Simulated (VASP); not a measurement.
Here is a VASP 6.6.1 calculation.

The input INCAR:

```
PREC = Accurate ; ENCUT = 520
EDIFF = 1E-7 ; ISMEAR = 0
SIGMA = 0.01 ; LREAL = F
LASPH = T ; NELM = 100
ALGO = Normal ; ISIF = 2
LWAVE = F ; LCHARG = F
GGA = PE ; NBANDS = 38
```

Contents of KPOINTS:

```
regular mesh
0
Gamma
  12 12 4
```

POSCAR

```
Hf4O3
1.0
    3.1702186423      0.0000000000      0.0000000000
   -1.5851093211      2.7454898798      0.0000000000
    0.0000000000      0.0000000000     10.9779597070
Hf O
4 3
Direct
    0.3333333333      0.6666666667      0.6092266300
    0.6666666667      0.3333333333      0.3907733700
    0.6666666667      0.3333333333      0.8683423413
    0.3333333333      0.6666666667      0.1316576587
    0.0000000000      0.0000000000      0.7409213156
    0.0000000000      0.0000000000      0.2590786844
    0.0000000000      0.0000000000      0.0000000000
```

Potentials or basis: VASP PAW PBE potentials, release 64 (Hf_pv, O).

The run is started by

```bash
$ cat potpaw_PBE.64/Hf_pv/POTCAR potpaw_PBE.64/O/POTCAR > POTCAR
$ mpirun -np 1 vasp_std > vasp.out
```

What does it give for the largest force?

0.074 eV/Å.

Estimate the pressure.

-2.1 GPa.

Predict the band gap on the k mesh.

0.05 eV, indirect (least direct gap 0.09 eV).

Stress tensor (GPa, compression positive):
```
-1.98  0.00  0.00
 0.00 -1.98  0.00
 0.00  0.00 -2.28
```

Caveat: spin-orbit coupling is left out, which moves the levels of the heavy elements. A k mesh can miss the band edges.
